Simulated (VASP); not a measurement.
Set up this calculation in VASP 6.6.1, as the native input.

```
Task                   : single point
Functional             : BLYP
Potentials or basis    : VASP PAW PBE potentials, release 64 (Pd)
Cutoff                 : 520 eV
k mesh                 : 12 × 12 × 12
Occupations            : fermi-dirac, width 0.05 eV
Spin                   : no spin polarisation
Dipole correction      : no
Further INCAR settings : ALGO = Normal; EDIFF = 1e-07; NBANDS = 11
```

The structure of Pd lies in POSCAR:

```
Pd
1.0
    0.0000000000      1.9465000000      1.9465000000
    1.9465000000      0.0000000000      1.9465000000
    1.9465000000      1.9465000000      0.0000000000
Pd
1
Direct
    0.0000000000      0.0000000000      0.0000000000
```

The input as run:

INCAR

```
SYSTEM = Pd
  AGGAC = 1.0
  AGGAX = 1.0
  ALDAC = 0.0
  ALDAX = 1.0
  ALGO = Normal
  EDIFF = 1E-7
  ENCUT = 520
  GGA = B5
  ISIF = 2
  ISMEAR = -1
  LASPH = .TRUE.
  LCHARG = .FALSE.
  LREAL = .FALSE.
  LWAVE = .FALSE.
  NBANDS = 11
  NELM = 60
  PREC = Accurate
  SIGMA = 0.05
```

KPOINTS

```
k-points
0
G
  12 12 12
  0 0 0
```

Potentials or basis: VASP PAW PBE potentials, release 64 (Pd).

The run is started by

```console
$ cat potpaw_PBE.64/Pd/POTCAR > POTCAR
$ mpirun -np 1 vasp_std > vasp.out
```

It gave:

* Pressure: 18.5 GPa
* Band gap on the k mesh: zero (band 5 reaches 10.59 eV, above the bottom of band 6 at 8.98 eV)

Caveat: the PAW data sets were made with another functional, which shifts forces and pressure a little.

Wall time 23 s on 1 thread of AMD EPYC 7R13, on a shared host, peak memory 0.1 GiB.
